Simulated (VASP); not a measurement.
# Sc (Fd-3m) in VASP: further runs

The runs below take Sc through single point, with PBEsol.

Program: VASP 6.6.1. These are calculated values, not measurements. Logs are shortened: lines on timing, memory, paths and dates and some standing lists are left out, and cuts for length are marked.

## (1) The cell of the first run

It takes space group Fd-3m (No. 227, cubic). Conventional cell: a = 5.811 Å, b = 5.811 Å, c = 5.811 Å, α = 90.00°, β = 90.00°, γ = 90.00°. Within 3.3 Å of Sc (site symmetry -43m) lie 4 Sc at 2.52 Å.

This isn't the form of Sc at room conditions, which is hcp.

## (2) Single point, PBEsol (24.53 Å³/atom)

INCAR reads:

```
SYSTEM = Sc
PREC     = Accurate       ! precision mode
ENCUT    = 520            ! plane-wave cutoff, eV
EDIFF    = 1E-7           ! SCF threshold, eV
ISMEAR   = -1             ! smearing method
SIGMA    = 0.05           ! smearing width, eV
LREAL    = .FALSE.        ! projectors in reciprocal space
LASPH    = .TRUE.         ! aspherical terms in the spheres
NELM     = 100            ! most SCF steps
ALGO     = Normal         ! electronic algorithm
ISIF     = 2              ! what is computed and relaxed
LWAVE    = .FALSE.        ! write WAVECAR
LCHARG   = .FALSE.        ! write CHGCAR
GGA      = PS             ! functional
NBANDS   = 18             ! bands
```

KPOINTS reads:

```
Automatic mesh
0
G
  11 11 11
  0 0 0
```

POSCAR reads:

```
Sc
1.0
    0.0000000000      2.9055548950      2.9055548950
    2.9055548950      0.0000000000      2.9055548950
    2.9055548950      2.9055548950      0.0000000000
Sc
2
Direct
   -0.1250000000     -0.1250000000     -0.1250000000
    0.1250000000      0.1250000000      0.1250000000
```

Potentials or basis: VASP PAW PBE potentials, release 64 (Sc_sv).

On the command line:

```sh
$ cat potpaw_PBE.64/Sc_sv/POTCAR > POTCAR
$ mpirun -np 1 vasp_std > vasp.out
```

OUTCAR:

```text
SYSTEM = Sc
   PREC = Accurate
   ENCUT = 520
   EDIFF = 1E-7
   ISMEAR = -1
   LREAL = .FALSE.
   LASPH = .TRUE.
   NELM = 100
   ISIF = 2
   GGA = PS

 ion  position               nearest neighbor table
   1  0.875  0.875  0.875-   2 2.52   2 2.52   2 2.52   2 2.52
   2  0.125  0.125  0.125-   1 2.52   1 2.52   1 2.52   1 2.52

  LATTYP: Found a face centered cubic cell.
 ALAT       =     5.8111097900

  Lattice vectors:

 A1 = (   0.0000000000,   2.9055548950,   2.9055548950)
 A2 = (   2.9055548950,   0.0000000000,   2.9055548950)
 A3 = (   2.9055548950,   2.9055548950,   0.0000000000)

Analysis of symmetry for initial positions (statically):
=====================================================================
 Subroutine PRICEL returns:
 Original cell was already a primitive cell.

 Routine SETGRP: Setting up the symmetry group for a
 face centered cubic supercell.

 Subroutine GETGRP returns: Found 48 space group operations
 (whereof 12 operations were pure point group operations)
 out of a pool of 48 trial point group operations.

The static configuration has the point symmetry D_3d.
 The point group associated with its full space group is O_h .

Analysis of symmetry for dynamics (positions and initial velocities):
=====================================================================
 Subroutine PRICEL returns:
 Original cell was already a primitive cell.

 Routine SETGRP: Setting up the symmetry group for a
 face centered cubic supercell.

 Subroutine GETGRP returns: Found 48 space group operations
 (whereof 12 operations were pure point group operations)
 out of a pool of 48 trial point group operations.

The dynamic configuration has the point symmetry D_3d.
 The point group associated with its full space group is O_h .

 Subroutine INISYM returns: Found 48 space group operations
 (whereof 12 operations are pure point group operations),
 and found     1 'primitive' translations

----------------------------------------------------------------------------------------

                                     Primitive cell

  volume of cell :      49.0588

  direct lattice vectors                    reciprocal lattice vectors
     0.000000000  2.905554895  2.905554895    -0.172084169  0.172084169  0.172084169
     2.905554895  0.000000000  2.905554895     0.172084169 -0.172084169  0.172084169
     2.905554895  2.905554895  0.000000000     0.172084169  0.172084169 -0.172084169

  length of vectors
     4.109075139  4.109075139  4.109075139     0.298058524  0.298058524  0.298058524

  position of ions in fractional coordinates (direct lattice)
     0.875000000  0.875000000  0.875000000
     0.125000000  0.125000000  0.125000000

  ion indices of the primitive-cell ions
   primitive index   ion index
                 1           1
                 2           2

----------------------------------------------------------------------------------------

 KPOINTS: Automatic mesh

Automatic generation of k-mesh.
 Grid dimensions read from file:
 generate k-points for:   11   11   11

 Generating k-lattice:

  Cartesian coordinates                     Fractional coordinates (reciprocal lattice)
    -0.015644015  0.015644015  0.015644015     0.090909091  0.000000000  0.000000000
     0.015644015 -0.015644015  0.015644015     0.000000000  0.090909091  0.000000000
     0.015644015  0.015644015 -0.015644015     0.000000000  0.000000000  0.090909091

  Length of vectors
     0.027096229  0.027096229  0.027096229

  Shift w.r.t. Gamma in fractional coordinates (k-lattice)
     0.000000000  0.000000000  0.000000000

 Subroutine IBZKPT returns following result:
 ===========================================

 Found     56 irreducible k-points:

 Following reciprocal coordinates:
            Coordinates               Weight
  0.000000  0.000000  0.000000      1.000000
  0.090909  0.000000  0.000000      8.000000
  0.181818  0.000000  0.000000      8.000000
  0.272727  0.000000  0.000000      8.000000
  0.363636  0.000000  0.000000      8.000000
  0.454545  0.000000  0.000000      8.000000
[... 16 lines left out ...]
 -0.272727  0.181818  0.000000     24.000000
 -0.181818  0.181818  0.000000     12.000000
 [... further k-points ...]
   k-points           NKPTS =     56   k-points in BZ     NKDIM =     56   number of bands    NBANDS=     18
   number of dos      NEDOS =    301   number of ions     NIONS =      2
   total plane-waves  NPLWV =  32768
   dimension x,y,z NGX =    32 NGY =   32 NGZ =   32
   dimension x,y,z NGXF=    64 NGYF=   64 NGZF=   64
   ions per type =               2
   NGX,Y,Z   is equivalent  to a cutoff of  12.95, 12.95, 12.95 a.u.
   NGXF,Y,Z  is equivalent  to a cutoff of  25.89, 25.89, 25.89 a.u.
 SYSTEM =  Sc
   PREC   = accura    normal or accurate (medium, high low for compatibility)
   ISTART =      0    job   : 0-new  1-cont  2-samecut
   ICHARG =      2    charge: 1-file 2-atom 10-const
   ISPIN  =      1    spin polarized calculation?
   LNONCOLLINEAR =      F non collinear calculations
   LSORBIT =      F    spin-orbit coupling
   LASPH  =      T    aspherical Exc in radial PAW
   ENCUT  =  520.0 eV  38.22 Ry    6.18 a.u.   7.64  7.64  7.64*2*pi/ulx,y,z
   NELM   =    100;   NELMIN=  2; NELMDL= -5     # of ELM steps
   EDIFF  = 0.1E-06   stopping-criterion for ELM
   LREAL  =      F    real-space projection
   EDIFFG = 0.1E-05   stopping-criterion for IOM
   NSW    =      0    number of steps for IOM
   IBRION =     -1    ionic relax: 0-MD 1-quasi-New 2-CG
   NFREE  =      0    steps in history (QN), initial steepest desc. (CG)
   ISIF   =      2    stress and relaxation
   ISYM   =      2    0-nonsym 1-usesym 2-fastsym
   POTIM  = 0.5000    time-step for ionic-motion
   TEBEG  =    0.0;   TEEND  =   0.0 temperature during run
   PSTRESS=    0.0 pullay stress
   NELECT =      22.0000    total number of electrons
   NUPDOWN=      -1.0000    fix difference up-down
   EMIN   =  10.00;   EMAX   =-10.00  energy-range for DOS
   EFERMI =   0.00;   METHOD = LEGACY
   ISMEAR =    -1;   SIGMA  =   0.05  broadening in eV -4-tet -1-fermi 0-gaus
   EFERMI_NEDOS =   21; number of points for ismear=-14 and -15
   IALGO  =     38    algorithm
   IMIX   =      4    mixing-type and parameters
     AMIX     =   0.40;   BMIX     =  1.00
     AMIX_MAG =   1.60;   BMIX_MAG =  1.00
  volume/ion in A,a.u.               =      24.53       165.53
  Fermi-wavevector in a.u.,A,eV,Ry     =   1.253074  2.367966 21.363785  1.570194
  Thomas-Fermi vector in A             =   2.386944
   LORBIT       =      0    0 simple, 1 ext, 2 COOP (PROOUT), +10 PAW based schemes
   GGA     = PS    functional components
   LHFCALC =     F    Hartree Fock is set to
   AEXX    =    0.0000 exact exchange contribution
   IVDW    =     0    specifies the selected vdW correction
   LEPSILON=     F    determine dielectric tensor
   LRPA    =     F    only Hartree local field effects (RPA)
 non-spin polarized calculation
  energy-cutoff  :      520.00
  volume of cell :       49.06
 maximum number of plane-waves:      1363
   NGX = 15   NGY = 15   NGZ = 15

 number of electron      21.9999994 magnetization

 Free energy of the ion-electron system (eV)
  ---------------------------------------------------
  ext. energy  EPLUGINS =         0.00000000
  ---------------------------------------------------
  free energy    TOTEN  =        -9.04822396 eV

  energy without entropy =       -9.01659040  energy(sigma->0) =       -9.03240718

 E-fermi :   3.3747     XC(G=0):  -9.7950

 val. band max:        3.3729110331   @ k =  -0.3636   0.3636   0.0000
 cond. band min:       3.3895999557   @ k =  -0.3636   0.3636   0.1818
 fundamental gap:      0.0166889226
 Fermi energy:         3.3746957428

 k-point     1 :       0.0000    0.0000    0.0000
  band No.  band energies     occupation
      1     -46.0633      2.00000
      2     -45.3772      2.00000
      3     -25.0296      2.00000
      4     -25.0296      2.00000
      5     -25.0296      2.00000
      6     -24.1049      2.00000
[... 10 lines left out ...]
     17       5.5932      0.00000
     18       8.2487      0.00000

 k-point     2 :       0.0909    0.0000    0.0000
  band No.  band energies     occupation
      1     -46.0532      2.00000
      2     -45.3878      2.00000
      3     -25.0403      2.00000
      4     -25.0403      2.00000
      5     -25.0313      2.00000
      6     -24.1048      2.00000
[... 10 lines left out ...]
     17       5.5748      0.00000
     18       8.2364      0.00000

 k-point     3 :       0.1818    0.0000    0.0000
  band No.  band energies     occupation
      1     -46.0243      2.00000
      2     -45.4182      2.00000
      3     -25.0679      2.00000
      4     -25.0679      2.00000
      5     -25.0366      2.00000
      6     -24.1036      2.00000
[... 10 lines left out ...]
     17       5.5861      0.00000
     18       8.1912      0.00000

 k-point     4 :       0.2727    0.0000    0.0000
  band No.  band energies     occupation
      1     -45.9815      2.00000
      2     -45.4631      2.00000
      3     -25.1018      2.00000
      4     -25.1018      2.00000
      5     -25.0450      2.00000
      6     -24.1003      2.00000
[... 10 lines left out ...]
     17       5.7821      0.00000
     18       8.0911      0.00000

 k-point     5 :       0.3636    0.0000    0.0000
  band No.  band energies     occupation
      1     -45.9342      2.00000
      2     -45.5121      2.00000
      3     -25.1310      2.00000
      4     -25.1310      2.00000
      5     -25.0540      2.00000
      6     -24.0956      2.00000
[... 10 lines left out ...]
     17       6.1620      0.00000
     18       7.9181      0.00000

 k-point     6 :       0.4545    0.0000    0.0000
  band No.  band energies     occupation
      1     -45.9001      2.00000
      2     -45.5473      2.00000
      3     -25.1476      2.00000
      4     -25.1476      2.00000
      5     -25.0600      2.00000
      6     -24.0920      2.00000
[... 10 lines left out ...]
     17       6.5109      0.00000
     18       7.7230      0.00000

 k-point     7 :       0.0909    0.0909    0.0000
  band No.  band energies     occupation
      1     -46.0497      2.00000
      2     -45.3915      2.00000
      3     -25.0535      2.00000
      4     -25.0535      2.00000
      5     -25.0113      2.00000
      6     -24.1258      2.00000
[... 10 lines left out ...]
     17       5.6021      0.00000
     18       8.1292      0.00000

 k-point     8 :       0.1818    0.0909    0.0000
  band No.  band energies     occupation
      1     -46.0269      2.00000
      2     -45.4155      2.00000
      3     -25.0825      2.00000
      4     -25.0819      2.00000
      5     -24.9983      2.00000
      6     -24.1414      2.00000
[... 10 lines left out ...]
     17       5.6400      0.00000
     18       8.0004      0.00000
[... 229 lines left out ...]
     17       6.2203      0.00000
     18       7.3581      0.00000

 k-point    20 :       0.4545    0.1818    0.0000
  band No.  band energies     occupation
      1     -45.8850      2.00000
      2     -45.5628      2.00000
      3     -25.2325      2.00000
      4     -25.1879      2.00000
      5     -24.8891      2.00000
      6     -24.2544      2.00000
[... 10 lines left out ...]
     17       6.4272      0.00000
     18       7.4099      0.00000

 k-point    21 :      -0.4545    0.1818    0.0000
  band No.  band energies     occupation
      1     -45.8600      2.00000
      2     -45.5885      2.00000
      3     -25.2553      2.00000
      4     -25.1845      2.00000
      5     -24.8887      2.00000
      6     -24.2521      2.00000
[... 10 lines left out ...]
     17       6.1838      0.00000
     18       7.6491      0.00000

 k-point    22 :      -0.3636    0.1818    0.0000
  band No.  band energies     occupation
      1     -45.8754      2.00000
      2     -45.5727      2.00000
      3     -25.2548      2.00000
      4     -25.1647      2.00000
      5     -24.9049      2.00000
      6     -24.2346      2.00000
[... 10 lines left out ...]
     17       6.5093      0.00000
     18       7.1302      0.00000

 k-point    23 :      -0.2727    0.1818    0.0000
  band No.  band energies     occupation
      1     -45.9183      2.00000
      2     -45.5286      2.00000
      3     -25.2293      2.00000
      4     -25.1336      2.00000
      5     -24.9350      2.00000
      6     -24.2045      2.00000
[... 10 lines left out ...]
     17       6.2908      0.00000
     18       7.1905      0.00000

 k-point    24 :      -0.1818    0.1818    0.0000
  band No.  band energies     occupation
      1     -45.9652      2.00000
      2     -45.4800      2.00000
      3     -25.1821      2.00000
      4     -25.0998      2.00000
      5     -24.9729      2.00000
      6     -24.1672      2.00000
[... 10 lines left out ...]
     17       5.8945      0.00000
     18       7.5721      0.00000

 [... further k-points ...]
[... 5 lines left out ...]
  --------------------------------------------------------------------------------------
  -------------------------------------------------------------------------------------
  Total        0.8601109      0.8601109      0.8601109      0.0000000      0.0000000      0.0000000
  in kB       28.0897431     28.0897431     28.0897431      0.0000000      0.0000000      0.0000000
  external PRESSURE =      28.0897431 kB  Pullay stress =       0.0000000 kB

 VOLUME and BASIS-vectors are now :
 -----------------------------------------------------------------------------
  energy-cutoff  :      520.00
  volume of cell :       49.06
      direct lattice vectors                 reciprocal lattice vectors
     0.000000000  2.905554895  2.905554895    -0.172084169  0.172084169  0.172084169
     2.905554895  0.000000000  2.905554895     0.172084169 -0.172084169  0.172084169
     2.905554895  2.905554895  0.000000000     0.172084169  0.172084169 -0.172084169

 POSITION                                       TOTAL-FORCE (eV/Angst)
 -----------------------------------------------------------------------------------
      5.08472      5.08472      5.08472         0.000000      0.000000      0.000000
      0.72639      0.72639      0.72639        -0.000000     -0.000000     -0.000000
 -----------------------------------------------------------------------------------
    total drift:                                0.000000      0.000000     -0.000000

  FREE ENERGIE OF THE ION-ELECTRON SYSTEM (eV)
  ---------------------------------------------------
  free  energy   TOTEN  =        -9.0482239560 eV

  energy  without entropy=       -9.0165904043  energy(sigma->0) =       -9.03240718
```

Run time: 62 s. Hardware: 1 thread of Intel Xeon 8259CL, shared host; peak memory 0.19 GiB.

Results:

* Free energy: -9.0482 eV
* Pressure: 2.8 GPa
* Band gap on the k mesh: zero (bands 11 and 12 overlap by 0.81 eV)

Caveat: the PAW data sets were made with another functional, which shifts forces and pressure a little.

(Continued in part 2 of 2.)
